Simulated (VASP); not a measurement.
Here is a VASP 6.6.1 calculation.

Contents of INCAR:

```
SYSTEM = Ge2Sb2O
PREC = Accurate
ENCUT = 520
EDIFF = 1E-6
ISMEAR = 0
SIGMA = 0.1
LREAL = .False.
LASPH = .True.
NELM = 60
ALGO = Normal
ISIF = 2
LWAVE = .False.
LCHARG = .False.
GGA = PE
NBANDS = 30
```

Contents of KPOINTS:

```
Automatic mesh
0
Gamma
  10 10 10
  0 0 0
```

File POSCAR:

```
Ge2Sb2O
1.0
   -2.0959440657      5.7088963628      2.9395057579
    2.0959440657     -5.7088963628      2.9395057579
    2.0959440657      5.7088963628     -2.9395057579
Ge Sb O
2 2 1
Direct
    0.6628566640      0.0209705432      0.6418861208
    0.3790844224      0.0209705432      0.3581138792
    0.3678994141      0.2248512914      0.1430481227
    0.0818031687      0.2248512914      0.8569518773
    0.6683563308      0.1683563308      0.5000000000
```

Potentials or basis: VASP PAW PBE potentials, release 64 (Ge_d, Sb, O).

Command:

```sh
$ cat potpaw_PBE.64/Ge_d/POTCAR potpaw_PBE.64/Sb/POTCAR potpaw_PBE.64/O/POTCAR > POTCAR
$ mpirun -np 1 vasp_std > vasp.out
```

What does it give for the band gap on the k mesh?

Zero (bands 22 and 23 overlap by 0.18 eV).

What does it give for the largest force?

0.029 eV/Å.

What does it give for the pressure?

0.0 GPa.

Forces on the atoms (eV/Å):
```
Ge   0.000  0.014  0.016
Ge   0.000 -0.014  0.016
Sb   0.000 -0.023 -0.018
Sb   0.000  0.023 -0.018
O    0.000  0.000  0.003
```

Caveat: semilocal functionals underestimate gaps, and a narrow one can read as zero; spin-orbit coupling is left out, which moves the levels of the heavy elements.
